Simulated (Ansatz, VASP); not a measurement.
# MnS in VASP and in Ansatz

```
CELL_PARAMETERS angstrom
0.00000 2.47346 2.47346
2.47346 0.00000 2.47346
2.47346 2.47346 0.00000
ATOMIC_POSITIONS crystal
Mn 0.00000 0.00000 0.00000
S 0.75000 0.75000 0.75000
```

Alike in both runs: task relaxation of cell and atoms; functional revPBE; k mesh 9 × 9 × 9; occupations fermi-dirac, width 0.05 eV; collinear spin.

|  | VASP | Ansatz |
| --- | --- | --- |
| version | VASP 6.6.1 | Ansatz 0.2.0 |
| potentials or method | VASP PAW PBE potentials, release 64 (Mn_pv, S) | Ansatz PAW |
| plane-wave cutoff (eV) | 600 | 420 |
| valence electrons in the cell | 19 | 21 |

```tsv
	VASP	Ansatz	Ansatz less VASP
net moment per atom (μB)	0.12	0.12	+0.001
size of the moment on the site where the two differ most (μB)	0.24	0.22	-0.022
relaxed volume (Å³/atom)	15.74	15.74	-0.003
relaxed cell length with the largest relative difference (Å)	3.544	3.544	-0.0002
```

VASP's potentials were made for PBE, not for revPBE. Site moments also hang on the region over which each program counts them. VASP's potentials hold 19 valence electrons a cell and Ansatz's 21, so a difference there can come from the potentials and not from the codes.

Noted on Ansatz's run: the plane-wave basis is chosen anew once the cell has moved, so the energies of steps on either side of that aren't comparable.
